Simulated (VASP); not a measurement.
## Sb: single point with revPBE

Crystal: Sb.

```
CELL_PARAMETERS angstrom
3.16000 0.00000 0.00000
0.00000 3.16000 0.00000
0.00000 0.00000 3.16000
ATOMIC_POSITIONS crystal
Sb 0.00000 0.00000 0.00000
```

- Program: VASP 6.6.1
- Task: single point
- Functional: revPBE
- Potentials or basis: VASP PAW PBE potentials, release 64 (Sb)
- Cutoff: 520 eV
- k mesh: 8 × 8 × 8
- Occupations: fermi-dirac, width 0.05 eV
- Spin: no spin polarisation
- Dipole correction: no
- Further INCAR settings: ALGO = Normal; EDIFF = 1e-06; NBANDS = 8

| Quantity | Value |
| --- | --- |
| Pressure | -1.5 GPa |

Levels at points of the mesh, in eV from the Fermi level:
```
           k point  band 1  band 2  band 3  band 4  band 5  band 6  band 7  band 8
(0.00, 0.00, 0.00)  -11.91    3.18    3.18    3.18    6.88    6.88    8.03   17.34
(0.50, 0.00, 0.00)   -9.69   -5.15    5.01    5.01    8.85   10.53   11.16   11.30
(0.50, 0.50, 0.00)   -7.35   -3.25   -3.25    2.45    6.85   12.42   13.11   13.11
(0.50, 0.50, 0.50)   -4.77   -1.47   -1.47   -1.47    4.95    4.95    4.95    7.17
```

It took 5.1 s on 1 thread of Intel(R) Xeon(R) Platinum 8259CL CPU @ 2.50GHz (Skylake/Cascade Lake), with other jobs on the host, peak memory 0.14 GiB.

Caveat: the PAW data sets were made with another functional, which shifts forces and pressure a little; spin-orbit coupling is left out, which moves the levels of the heavy elements.
